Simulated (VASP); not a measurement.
**Ga3Sb: relaxation of cell and atoms with PBE**

Crystal: Ga3Sb.

```
CELL_PARAMETERS angstrom
3.39001 0.00000 0.00000
0.00000 5.33976 0.00000
0.00000 0.00000 5.67480
ATOMIC_POSITIONS crystal
Ga 0.50000 0.00000 0.79860
Ga 0.50000 0.00000 0.20140
Ga 0.50000 0.00000 0.50000
Sb 0.50000 0.50000 0.00000
```

```
Program                : VASP 6.6.1
Task                   : relaxation of cell and atoms
Functional             : PBE
Potentials or basis    : VASP PAW PBE potentials, release 64 (Ga_d, Sb)
Cutoff                 : 600 eV
k mesh                 : 6 × 4 × 4
Occupations            : gaussian, width 0.1 eV
Spin                   : no spin polarisation
Dipole correction      : no
Further INCAR settings : ALGO = Fast; EDIFF = 1e-06; IBRION = 2; EDIFFG = -0.04; NSW = 90; ISIF = 3
```

```yaml
Relaxed_volume: 29.65 Å³/atom
Relaxed_cell: a = 2.855 Å, b = 5.144 Å, c = 8.075 Å, α = 90.00°, β = 90.00°, γ = 90.00°
Space_group_after_relaxing_to_0.05_Å: Pmmm (No. 47)
Energy_gained_by_relaxing: 2863.8 meV/atom
Ionic_steps: 40
Pressure_after_relaxing: 0.1 GPa
Largest_force_after_relaxing: 0.027 eV/Å
Band_gap_on_the_k_mesh: zero (band 22 reaches 4.33 eV, above the bottom of band 23 at 2.48 eV)
```

Forces on the atoms (eV/Å):
```
Ga   0.000  0.000 -0.027
Ga   0.000  0.000  0.027
Ga   0.000  0.000  0.000
Sb   0.000  0.000  0.000
```

Stress tensor (GPa, compression positive):
```
0.14 0.00 0.00
0.00 0.02 0.00
0.00 0.00 0.08
```

The path:
```csv
step,energy change (eV),largest force (eV/Å),pressure (GPa),volume (Å³)
1,0.0000,22.7668,43.61,102.72
2,9489.9351,74508.9142,3429.75,203.74
3,51.2427,174.1043,108.10,102.82
4,33.3223,156.7977,106.36,102.77
5,29.5949,156.7563,104.06,102.75
6,29.5795,156.6616,104.02,102.74
7,29.5719,156.6154,104.04,102.73
8,29.5681,156.5938,104.00,102.73
9,29.5663,156.5829,104.01,102.73
10,29.5654,156.5750,104.01,102.72
11,29.5649,156.5723,104.01,102.72
12,29.5647,156.5717,104.00,102.72
13,29.5646,156.5717,104.00,102.72
14,29.5645,156.5717,104.00,102.72
15,29.5645,156.5718,104.00,102.72
16,29.5645,156.5719,104.00,102.72
17,29.5645,156.5720,104.00,102.72
18,29.5645,156.5720,104.00,102.72
19,29.5645,156.5721,104.00,102.72
20,-8.1830,6.5024,14.71,112.56
21,-8.5472,4.4099,13.14,113.20
22,-9.0283,1.1849,10.82,114.46
23,-9.3310,2.8413,8.36,116.98
24,-9.3287,3.1708,8.18,117.27
25,-9.5941,2.6182,6.90,118.39
26,-10.1962,1.3680,3.58,121.73
27,-10.7802,0.0436,-0.19,128.29
28,-10.8777,0.3694,-1.24,131.35
29,-10.9524,0.5433,-2.35,137.36
30,-10.9604,0.5156,-2.71,139.41
31,-11.0353,0.4601,-2.67,137.27
32,-11.2476,0.3887,-2.29,130.85
33,-11.4044,0.2614,0.77,118.18
34,-11.4255,0.3038,-0.50,121.95
35,-11.4268,0.2855,-0.26,121.14
36,-11.4367,0.2514,-0.19,120.50
37,-11.4491,0.1972,0.04,119.07
38,-11.4503,0.1777,0.14,118.46
39,-11.4541,0.0898,0.12,118.53
40,-11.4552,0.0272,0.08,118.59
```

Final structure:
```cif
data_structure
_symmetry_space_group_name_H-M 'P 1'
_symmetry_Int_Tables_number 1
_cell_length_a 2.8553
_cell_length_b 5.1436
_cell_length_c 8.0749
_cell_angle_alpha 90.000
_cell_angle_beta 90.000
_cell_angle_gamma 90.000
_cell_volume 118.59
loop_
_atom_site_label
_atom_site_type_symbol
_atom_site_fract_x
_atom_site_fract_y
_atom_site_fract_z
_atom_site_occupancy
Ga1 Ga 0.50000 0.00000 0.82904 1
Ga2 Ga 0.50000 0.00000 0.17096 1
Ga3 Ga 0.50000 0.00000 0.50000 1
Sb1 Sb 0.50000 0.50000 0.00000 1
```

Levels at points of the mesh, in eV from the Fermi level:
| k point | band 19 | band 20 | band 21 | band 22 | band 23 | band 24 | band 25 | band 26 |
| --- | --- | --- | --- | --- | --- | --- | --- | --- |
| (0.00, 0.00, 0.00) | -5.38 | -4.09 | -1.47 | 0.45 | 0.63 | 0.72 | 1.34 | 3.54 |
| (0.50, 0.00, 0.00) | -3.35 | -2.12 | -1.49 | -1.30 | -0.74 | 0.07 | 1.43 | 3.59 |
| (0.00, 0.50, 0.00) | -6.43 | -3.36 | -1.17 | 0.02 | 0.66 | 2.61 | 2.68 | 4.23 |
| (0.50, 0.50, 0.00) | -3.45 | -2.85 | -2.83 | -0.69 | -0.52 | -0.36 | 2.31 | 3.61 |
| (0.00, 0.00, 0.50) | -4.82 | -4.06 | -2.54 | -0.54 | -0.44 | 2.31 | 4.27 | 4.93 |
| (0.50, 0.00, 0.50) | -2.61 | -2.30 | -1.28 | -1.16 | -0.90 | 0.40 | 2.67 | 2.99 |
| (0.00, 0.50, 0.50) | -4.15 | -3.54 | -3.24 | -0.29 | 1.14 | 2.07 | 7.41 | 9.00 |
| (0.50, 0.50, 0.50) | -4.32 | -2.31 | -2.16 | -0.49 | -0.38 | -0.15 | 0.87 | 3.00 |

Run time: 39 min on 1 thread of Intel(R) Xeon(R) 6975P-C (Granite Rapids), on a shared host, peak memory 0.34 GiB.

Caveat: the volume moved by over 15 % at a fixed basis, so the end points are rough; spin-orbit coupling is left out, which moves the levels of the heavy elements.
